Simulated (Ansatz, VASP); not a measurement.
**One calculation of SnO, two programs**

INCAR

```
SYSTEM = SnO
PREC = Accurate
ENCUT = 1340
EDIFF = 1E-6
ISMEAR = 0
SIGMA = 0.01
LREAL = .False.
LASPH = .True.
NELM = 120
ALGO = Normal
ISIF = 2
LWAVE = .False.
LCHARG = .False.
GGA = CA
NBANDS = 28
GGA_COMPAT = .False.
```

Contents of KPOINTS:

```
Automatic mesh
0
Gamma
  4 3 3
  0 0 0
```

The input POSCAR:

```
SnO
1.0
    3.3550050000      0.0000000000      0.0000000000
    0.0000000000      5.6741040000      0.0000000000
    0.0000000000      0.0000000000      4.2219700000
Sn O
2 2
Direct
   -0.0048946240      0.2037114890      0.4907251762
    0.4984335668      0.7518531605     -0.0113272404
   -0.0036591000      0.8824245194      0.7351993962
    0.4961182099      0.0718739796      0.2385312679
```

Input for Ansatz:

```yaml
crystal:
  lattice:
    - [3.355005, 0.0, 0.0]
    - [0.0, 5.674104, 0.0]
    - [0.0, 0.0, 4.22197]
  atoms:
    - { symbol: Sn, position: [-0.004894623959506915, 0.20371148899646283, 0.49072517618623424] }
    - { symbol: Sn, position: [0.4984335667812851, 0.7518531605146938, -0.011327240371034502] }
    - { symbol: O, position: [-0.003659099954836425, 0.8824245193855628, 0.7351993961731358] }
    - { symbol: O, position: [0.49611820988898175, 0.07187397961864349, 0.2385312679409291] }
kpoints:
  mp_grid:
    grid: [4, 3, 3]
hamiltonian:
  xc: lda
scf:
  occupations:
    method: fixed
output:
  forces: true
```

Alike in both runs: task single point; functional LDA; k mesh 4 × 3 × 3; no spin polarisation.

|  | VASP | Ansatz |
| --- | --- | --- |
| version | VASP 6.6.1 | Ansatz 0.2.0 |
| potentials or method | VASP PAW LDA potentials, release 64 (Sn_d, O_h) | plane waves, PAW |
| plane-wave cutoff (eV) | 1340 | 420 |
| occupations | gaussian, width 0.01 eV | fixed |
| valence electrons in the cell | 40 | 40 |

```tsv
	VASP	Ansatz	Ansatz less VASP
rms of the force components (eV/Å)	0.073	0.037	-0.0364
```

LDA's correlation is that of Perdew and Zunger in VASP and of Perdew and Wang (1992) in Ansatz. Atom by atom the forces differ by 0.044 eV/Å (rms over components).

The k mesh is coarse, so the values compare programs but aren't converged.
